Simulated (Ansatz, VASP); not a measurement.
One calculation of S, two programs

```xyz
1
Lattice="0.0000 2.2387 1.5828 2.2387 0.0000 1.5828 2.2387 2.2387 0.0000" Properties=species:S:1:pos:R:3 pbc="T T T"
S     0.0000    0.0000    0.0000
```

Alike in both runs: task single point; functional PBEsol; k mesh 22 × 22 × 22; occupations gaussian, width 0.15 eV; no spin polarisation.

```csv
,VASP,Ansatz
version,VASP 6.6.1,Ansatz 0.2.0
potentials or method,"VASP PAW PBE potentials, release 64 (S), cutoff 520 eV","scalar-relativistic, plane waves, PAW"
valence electrons in the cell,6,6
```

|  | VASP | Ansatz | Ansatz less VASP |
| --- | --- | --- | --- |
| gap on the k mesh at the Fermi level (eV) | none | none | - |
| pressure (GPa) | -5.7 | -5.7 | -0.04 |

VASP's potentials were made for PBE, not for PBEsol. A gap of «none» marks a metal or a gap that the smearing closes. With one functional, cell and mesh, what is left measures potentials, basis and numerics.
